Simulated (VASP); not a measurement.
Input of a VASP 6.6.1 run:

File INCAR:

```
PREC = Accurate
ENCUT = 520
EDIFF = 1E-7
ISMEAR = 0
SIGMA = 0.05
LREAL = False
LASPH = True
NELM = 60
ALGO = Normal
ISIF = 2
LWAVE = False
LCHARG = True
GGA = PS
LELF = True
LVHAR = True
NBANDS = 20
```

KPOINTS

```
Automatic mesh
0
Gamma
  12 12 12
```

Contents of POSCAR:

```
SnO2
1.0
    1.5786500000      0.9114340025      4.4103567335
   -1.5786500000      0.9114340025      4.4103567335
    0.0000000000     -1.8228680049      4.4103567335
Sn O
1 2
Direct
    0.5000000000      0.5000000000      0.5000000000
    0.2414378084      0.2414378084      0.2414378084
    0.7585621916      0.7585621916      0.7585621916
```

Potentials or basis: VASP PAW PBE potentials, release 64 (Sn_d, O).

Run with:

```sh
$ cat potpaw_PBE.64/Sn_d/POTCAR potpaw_PBE.64/O/POTCAR > POTCAR
$ mpirun -np 1 vasp_std > vasp.out
```

(1) Estimate the band gap on the k mesh.

(2) Predict the pressure.

Results:

(1) 2.14 eV, indirect (least direct gap 2.21 eV).

(2) 8.2 GPa.

Caveat: the PAW data sets were made with another functional, which shifts forces and pressure a little; spin-orbit coupling is left out, which moves the levels of the heavy elements.
